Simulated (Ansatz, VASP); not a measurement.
## Two plane-wave programs on Si

```
CELL_PARAMETERS angstrom
5.47009 5.47009 -5.47009
-5.47009 5.47009 5.47009
5.47009 -5.47009 5.47009
ATOMIC_POSITIONS crystal
Si 0.50000 0.75000 0.00000
Si 0.25000 0.75000 0.25000
Si 0.00000 0.75000 0.50000
Si 0.50000 0.00000 0.75000
Si 0.75000 0.75000 0.75000
Si 0.25000 0.00000 0.00000
Si 0.00000 0.00000 0.25000
Si 0.50000 0.25000 0.50000
Si 0.75000 0.00000 0.50000
Si 0.25000 0.25000 0.75000
Si 0.00000 0.25000 0.00000
Si 0.50000 0.50000 0.25000
Si 0.75000 0.25000 0.25000
Si 0.25000 0.50000 0.50000
Si 0.00000 0.50000 0.75000
Si 0.75000 0.50000 0.00000
Si 0.25000 0.50000 0.75000
Si 0.00000 0.50000 0.00000
Si 0.75000 0.50000 0.25000
Si 0.25000 0.75000 0.50000
Si 0.50000 0.50000 0.50000
Si 0.00000 0.75000 0.75000
Si 0.75000 0.75000 0.00000
Si 0.25000 0.00000 0.25000
Si 0.50000 0.75000 0.25000
Si 0.00000 0.00000 0.50000
Si 0.75000 0.00000 0.75000
Si 0.25000 0.25000 0.00000
Si 0.50000 0.00000 0.00000
Si 0.00000 0.25000 0.25000
Si 0.75000 0.25000 0.50000
Si 0.50000 0.25000 0.75000
```

Alike in both runs: task single point; functional PBE; k mesh 3 × 3 × 3; occupations gaussian, width 0.01 eV; no spin polarisation.

|  | VASP | Ansatz |
| --- | --- | --- |
| version | VASP 6.6.1 | Ansatz 0.2.0 |
| potentials or method | VASP PAW PBE potentials, release 64 (Si), cutoff 520 eV | scalar-relativistic, plane waves, PAW |
| valence electrons in the cell | 128 | 128 |

|  | VASP | Ansatz | Ansatz less VASP |
| --- | --- | --- | --- |
| gap on the k mesh at the Fermi level (eV) | 0.75 | 0.75 | -0.002 |
| least direct gap on the mesh (eV) | 0.75 | 0.75 | -0.002 |
| pressure (GPa) | -0.1 | 0.0 | +0.10 |
